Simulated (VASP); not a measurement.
Write the native input for VASP 6.6.1 that does the following.

| Item | Value |
| --- | --- |
| Task | single point |
| Functional | PBE |
| Potentials or basis | VASP PAW PBE potentials, release 64 (Te, Sn_d) |
| Cutoff | 520 eV |
| k mesh | 6 × 6 × 6 |
| Occupations | fermi-dirac, width 0.05 eV |
| Spin | no spin polarisation |
| Dipole correction | no |
| Further INCAR settings | ALGO = Normal; EDIFF = 1e-06; NBANDS = 17 |

The structure of SnTe lies in POSCAR:

```
SnTe
1.0
    0.0315085000      3.1508500000      3.1508500000
    3.1508500000      0.0315085000      3.1508500000
    3.1823585000      3.1823585000      0.0000000000
Te Sn
1 1
Direct
    0.5000000000      0.5000000000      0.5000000000
    0.0000000000      0.0000000000      0.0000000000
```

These files were run (other wordings do the same):

INCAR

```
SYSTEM = SnTe
PREC     = Accurate       ! precision mode
ENCUT    = 520            ! plane-wave cutoff, eV
EDIFF    = 1E-6           ! SCF threshold, eV
ISMEAR   = -1             ! smearing method
SIGMA    = 0.05           ! smearing width, eV
LREAL    = .FALSE.        ! projectors in reciprocal space
LASPH    = .TRUE.         ! aspherical terms in the spheres
NELM     = 80             ! most SCF steps
ALGO     = Normal         ! electronic algorithm
ISIF     = 2              ! what is computed and relaxed
LWAVE    = .FALSE.        ! write WAVECAR
LCHARG   = .TRUE.         ! write CHGCAR
GGA      = PE             ! functional
LELF     = .TRUE.         ! ELF
LVHAR    = .TRUE.       
NBANDS   = 17             ! bands
```

KPOINTS

```
Automatic mesh
0
G
  6 6 6
  0 0 0
```

Potentials or basis: VASP PAW PBE potentials, release 64 (Te, Sn_d).

Launch:

```sh
$ cat potpaw_PBE.64/Te/POTCAR potpaw_PBE.64/Sn_d/POTCAR > POTCAR
$ mpirun -np 1 vasp_std > vasp.out
```

It gave:

```yaml
Pressure: 2.2 GPa
Band_gap_on_the_k_mesh: zero (filled and empty bands overlap)
```

Caveat: semilocal functionals underestimate gaps, so a narrow gap can read as zero; spin-orbit coupling is left out, which moves the levels of the heavy elements.

Run time: 99 s on 1 thread of Intel Xeon 8259CL, on a shared host, peak memory 0.23 GiB.
